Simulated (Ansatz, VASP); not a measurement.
Au: VASP beside Ansatz

```
Au
1.0
     2.88756    0.00000    0.00000
     0.00000    4.08362    0.00000
     0.00000    0.00000   21.77510
Au
5
Direct
  0.00000 0.00000 0.36739
  0.50000 0.50000 0.43370
  0.00000 0.00000 0.50000
  0.50000 0.50000 0.56630
  0.00000 0.00000 0.63261
```

Alike in both runs: task single point; functional PBEsol; k mesh 14 × 10 × 1; occupations fermi-dirac, width 0.08 eV; no spin polarisation.

```csv
,VASP,Ansatz
version,VASP 6.6.1,Ansatz 0.2.0
potentials or method,"VASP PAW PBE potentials, release 64 (Au), cutoff 520 eV","all-electron LAPW, scalar-relativistic"
```

```tsv
	VASP	Ansatz	Ansatz less VASP
rms of the force components (eV/Å)	0.273	0.273	0.0000
```

VASP's potentials were made for PBE, not for PBEsol. Atom by atom the forces differ by 0.003 eV/Å (rms over components). Ansatz ran all-electron here, and VASP with PAW potentials.

Neither program's run includes spin-orbit coupling.
